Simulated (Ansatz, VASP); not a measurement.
# One calculation of AlAs, two programs

```
Al As
1.0
     0.00000    2.83219    2.83219
     2.83219    0.00000    2.83219
     2.83219    2.83219    0.00000
Al As
1 1
Direct
  0.00000 0.00000 0.00000
  0.25000 0.25000 0.25000
```

Alike in both runs: task single point; functional PBE; dispersion D3(BJ); k mesh 8 × 8 × 8; occupations gaussian, width 0.02 eV; no spin polarisation.

```csv
,VASP,Ansatz
version,VASP 6.6.1,Ansatz 0.2.0
potentials or method,"VASP PAW PBE potentials, release 64 (Al, As), cutoff 500 eV","scalar-relativistic, plane waves, PAW"
valence electrons in the cell,8,18
```

|  | VASP | Ansatz | Ansatz less VASP |
| --- | --- | --- | --- |
| gap on the k mesh at the Fermi level (eV) | 1.44 | 1.45 | +0.011 |
| least direct gap on the mesh (eV) | 2.05 | 2.04 | -0.005 |
| pressure (GPa) | 0.2 | 0.0 | -0.20 |

VASP's potentials hold 8 valence electrons a cell and Ansatz's 18, so a difference there can come from the potentials and not from the codes.
